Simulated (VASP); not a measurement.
Runs of VASP 6.6.1 on LiCl. The structure is that of space group Fm-3m (No. 225), or close to it. The cells are those of the table. 

| cell | gap on the mesh (eV) |
| --- | --- |
| a = 3.627, b = 3.691, c = 3.691 Å, angles 58.9, 60.6, 60.6°, 2 atoms | 6.10 |
| a = 3.627, b = 3.609, c = 3.609 Å, angles 60.3, 59.8, 59.8°, 2 atoms | 6.39 |
| a = 3.627, b = 3.664, c = 3.664 Å, angles 59.3, 60.3, 60.3°, 2 atoms | 6.20 |
| a = 3.627, b = 3.591, c = 3.591 Å, angles 60.7, 59.7, 59.7°, 2 atoms | (a) |
| a = 3.627, b = 3.645, c = 3.645 Å, angles 59.7, 60.2, 60.2°, 2 atoms | 6.27 |
| a = 3.627, b = 3.700, c = 3.700 Å, angles 58.7, 60.7, 60.7°, 2 atoms | (b) |
| a = 3.627, b = 3.573, c = 3.573 Å, angles 61.0, 59.5, 59.5°, 2 atoms | (c) |
| a = 3.627, b = 3.682, c = 3.682 Å, angles 59.0, 60.5, 60.5°, 2 atoms | 6.13 |

Alike in all rows: task single point; level PBE; potentials or basis VASP PAW PBE potentials, release 64 (Li_sv, Cl); no spin polarisation; k mesh 8 × 8 × 8; cutoff (eV) 520; smearing gaussian 0.05 eV.

Question: Fill in the values left out.

Answer: (a) 6.44; (b) 6.06; (c) 6.49.

A k mesh can miss the band edges.
